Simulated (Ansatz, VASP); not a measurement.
**Ga4AsN3: VASP beside Ansatz**

Contents of POSCAR:

```
Ga4AsN3
1.0
    4.8478160321      0.0000000000      0.0000000000
    0.0000000000      4.8478160321      0.0000000000
    0.0000000000      0.0000000000      4.8478160321
N Ga As
3 4 1
Direct
    0.5000000000      0.0000000000      0.0000000000
    0.0000000000      0.5000000000      0.0000000000
    0.0000000000      0.0000000000      0.5000000000
    0.2269913527      0.7730086473      0.7730086473
    0.7730086473      0.2269913527      0.7730086473
    0.7730086473      0.7730086473      0.2269913527
    0.2269913527      0.2269913527      0.2269913527
    0.5000000000      0.5000000000      0.5000000000
```

Contents of INCAR.step1:

```
  PREC = Accurate
  ENCUT = 660
  ISMEAR = -1
  SIGMA = 0.02
  LREAL = False
  LASPH = True
  NELM = 120
  NBANDS = 51
  GGA = PE
  ALGO = Normal
  EDIFF = 1E-5
  LWAVE = True
  LCHARG = False
  GGA_COMPAT = False
```

INCAR.step2

```
  PREC = Accurate
  ENCUT = 660
  EDIFF = 1E-6
  ISMEAR = -1
  SIGMA = 0.02
  LREAL = False
  LASPH = True
  NELM = 120
  ALGO = Normal
  ISIF = 2
  LWAVE = False
  LCHARG = False
  METAGGA = R2SCAN
  LMIXTAU = True
  NBANDS = 51
  ISTART = 1
  GGA_COMPAT = False
```

File KPOINTS:

```
regular mesh
0
Gamma
  4 4 4
```

Input for Ansatz:

```yaml
crystal:
  lattice:
    - [4.8478160321, 0.0, 0.0]
    - [0.0, 4.8478160321, 0.0]
    - [0.0, 0.0, 4.8478160321]
  atoms:
    - { symbol: "N", position: [0.5, 0.0, 0.0] }
    - { symbol: Ga, position: [0.2269913527, 0.7730086473, 0.7730086473] }
    - { symbol: "N", position: [0.0, 0.5, 0.0] }
    - { symbol: Ga, position: [0.7730086473, 0.2269913527, 0.7730086473] }
    - { symbol: "N", position: [0.0, 0.0, 0.5] }
    - { symbol: Ga, position: [0.7730086473, 0.7730086473, 0.2269913527] }
    - { symbol: As, position: [0.5, 0.5, 0.5] }
    - { symbol: Ga, position: [0.2269913527, 0.2269913527, 0.2269913527] }
kpoints:
  mp_grid: { grid: [4, 4, 4] }
hamiltonian:
  xc: r2scan
scf:
  occupations: { method: fermi_dirac, width: 0.02 }
  n_extra_bands: 6
output:
  forces: true
  stress: true
  eigenvalues: true
```

Alike in both runs: task single point; functional r2SCAN; k mesh 4 × 4 × 4; occupations fermi-dirac, width 0.02 eV; no spin polarisation.

|  | VASP | Ansatz |
| --- | --- | --- |
| version | VASP 6.6.1 | Ansatz 0.2.0 |
| potentials or method | VASP PAW PBE potentials, release 64 (N, Ga_d, As_d) | plane waves, PAW |
| plane-wave cutoff (eV) | 660 | 500 |
| valence electrons in the cell | 82 | 82 |

Ansatz gave:

| Property | Result |
| --- | --- |
| pressure (GPa) | -4.0 |
| rms of the force components (eV/Å) | 0.010 |

Problem. Which values does VASP return?

Solution. Pressure (GPa): -3.5; rms of the force components (eV/Å): 0.022.

VASP's potentials were made for PBE, not for r2SCAN. With one functional, cell and mesh, what is left measures potentials, basis and numerics.
